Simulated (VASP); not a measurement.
Write the native input for VASP 6.6.1 that does the following.

```yaml
Task: single point
Functional: PBE
Dispersion: D3(BJ)
Potentials_or_basis: VASP PAW PBE potentials, release 64 (Ti_sv, C)
Cutoff: 600 eV
k_mesh: 11 × 11 × 11
Occupations: fermi-dirac, width 0.1 eV
Spin: no spin polarisation
Dipole_correction: no
Further_INCAR_settings: ALGO = Normal; EDIFF = 1e-06; NBANDS = 15
```

The structure of TiC lies in POSCAR:

```
TiC
1.0
    0.0000000000      2.1593000000      2.1593000000
    2.1593000000      0.0000000000      2.1593000000
    2.1593000000      2.1593000000      0.0000000000
Ti C
1 1
Direct
    0.0000000000      0.0000000000      0.0000000000
    0.5000000000      0.5000000000      0.5000000000
```

These files were run (other wordings do the same):

INCAR

```
PREC = Accurate
ENCUT = 600
EDIFF = 1E-6
ISMEAR = -1
SIGMA = 0.1
LREAL = False
LASPH = True
NELM = 120
ALGO = Normal
ISIF = 2
LWAVE = False
LCHARG = True
GGA = PE
IVDW = 12
LELF = True
LVHAR = True
NBANDS = 15
GGA_COMPAT = False
```

KPOINTS

```
Automatic mesh
0
Gamma
  11 11 11
```

Potentials or basis: VASP PAW PBE potentials, release 64 (Ti_sv, C).

Launch:

```sh
$ cat potpaw_PBE.64/Ti_sv/POTCAR potpaw_PBE.64/C/POTCAR > POTCAR
$ mpirun -np 1 vasp_std > vasp.out
```

Results of the run:

The pressure is -4.7 GPa and the band gap on the k mesh is zero (bands 8 and 9 overlap by 1.11 eV). The dispersion energy per atom is -0.450 eV.

Caveat: the cell stands under tension.

Run time: 27 s on 1 thread of Intel Xeon 8259CL, on a shared host, peak memory 0.16 GiB.
